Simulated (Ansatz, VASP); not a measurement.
## Two plane-wave programs on Al5Rh

File INCAR:

```
ALGO     = Normal         # electronic algorithm
EDIFF    = 1E-6           # SCF threshold, eV
EDIFFG   = -0.04          # ionic threshold
ENCUT    = 600            # plane-wave cutoff, eV
GGA      = PE             # functional
IBRION   = 2              # ionic algorithm
ISIF     = 3              # what is computed and relaxed
ISMEAR   = 0              # smearing method
LASPH    = True           # aspherical terms in the spheres
LCHARG   = False          # write CHGCAR
LREAL    = False          # projectors in reciprocal space
LWAVE    = False          # write WAVECAR
NELM     = 100            # most SCF steps
NSW      = 90             # ionic steps
PREC     = Accurate       # precision mode
SIGMA    = 0.1            # smearing width, eV
```

File KPOINTS:

```
k-points
0
Gamma
  4 4 4
```

POSCAR

```
Al5Rh
1.0
    0.0000000000      3.5016700700      3.5016700700
    3.5016700700      0.0000000000      3.5016700700
    3.5016700700      3.5016700700      0.0000000000
Al Rh
5 1
Direct
    0.2500000000      0.2500000000      0.2500000000
    0.1283094900      0.6238968400      0.6238968400
    0.6238968400      0.6238968400      0.6238968400
    0.6238968400      0.6238968400      0.1283094900
    0.6238968400      0.1283094900      0.6238968400
    0.0000000000      0.0000000000      0.0000000000
```

Input for Ansatz:

```yaml
crystal:
  lattice:
    - [0.0, 3.50167007, 3.50167007]
    - [3.50167007, 0.0, 3.50167007]
    - [3.50167007, 3.50167007, 0.0]
  atoms:
    - { symbol: Al, position: [0.25, 0.25, 0.25] }
    - { symbol: Al, position: [0.12830949, 0.62389684, 0.62389684] }
    - { symbol: Al, position: [0.62389684, 0.62389684, 0.62389684] }
    - { symbol: Al, position: [0.62389684, 0.62389684, 0.12830949] }
    - { symbol: Al, position: [0.62389684, 0.12830949, 0.62389684] }
    - { symbol: Rh, position: [0.0, 0.0, 0.0] }
basis:
  ecutwfc: 420
kpoints:
  mp_grid: { grid: [4, 4, 4] }
hamiltonian:
  xc: pbe
scf:
  occupations: { method: gaussian, width: 0.1 }
  lower_state_search: "off"
output:
  forces: true
  stress: true
  eigenvalues: true
relax:
  adjacent_minimum: "off"
  f_tol: 0.04
  max_steps: 70
  cell: { stress_tol: 0.4 }
```

Change from the starting cell: species swapped into the DyCu5 type (F-43m, No. 216).

Alike in both runs: task relaxation of cell and atoms; functional PBE; k mesh 4 × 4 × 4; occupations gaussian, width 0.1 eV; no spin polarisation.

```csv
,VASP,Ansatz
version,VASP 6.6.1,Ansatz 0.2.0
potentials or method,"VASP PAW PBE potentials, release 64 (Al, Rh_pv), cutoff 600 eV","scalar-relativistic, plane waves, PAW"
valence electrons in the cell,30,32
```

```tsv
	VASP	Ansatz	Ansatz less VASP
gap on the k mesh at the Fermi level, each at its own relaxed structure (eV)	none	none	-
relaxed volume (Å³/atom)	16.01	15.97	-0.032
relaxed cell length with the largest relative difference (Å)	5.140	5.137	-0.0034
```

A gap of «none» marks a metal or a gap that the smearing closes. VASP's potentials hold 30 valence electrons a cell and Ansatz's 32, so a difference there can come from the potentials and not from the codes.

The k mesh is coarse, so the values compare programs but aren't converged.
